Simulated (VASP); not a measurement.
Runs of VASP 6.6.1 on LiCaF3. The structure is that of space group Pm-3m (No. 221), or close to it. The cells are those of the table. 

| cell | gap on the mesh (eV) |
| --- | --- |
| a = 3.836, b = 3.836, c = 3.761 Å, 5 atoms | 6.25 |
| a = 3.724, b = 3.724, c = 3.761 Å, 5 atoms | 6.44 |
| a = 3.686, b = 3.686, c = 3.761 Å, 5 atoms | (b) |
| a = 3.611, b = 3.611, c = 3.761 Å, 5 atoms | 6.27 |
| a = 3.799, b = 3.799, c = 3.761 Å, 5 atoms | (a) |

Alike in all rows: task single point; level PBE; potentials or basis VASP PAW PBE potentials, release 64 (Ca_sv, F, Li_sv); no spin polarisation; k mesh 6 × 6 × 6; cutoff (eV) 520; smearing fermi-dirac 0.05 eV.

Question: Fill in the values left out.

Answer: (a) 6.37; (b) 6.39.

A k mesh can miss the band edges.
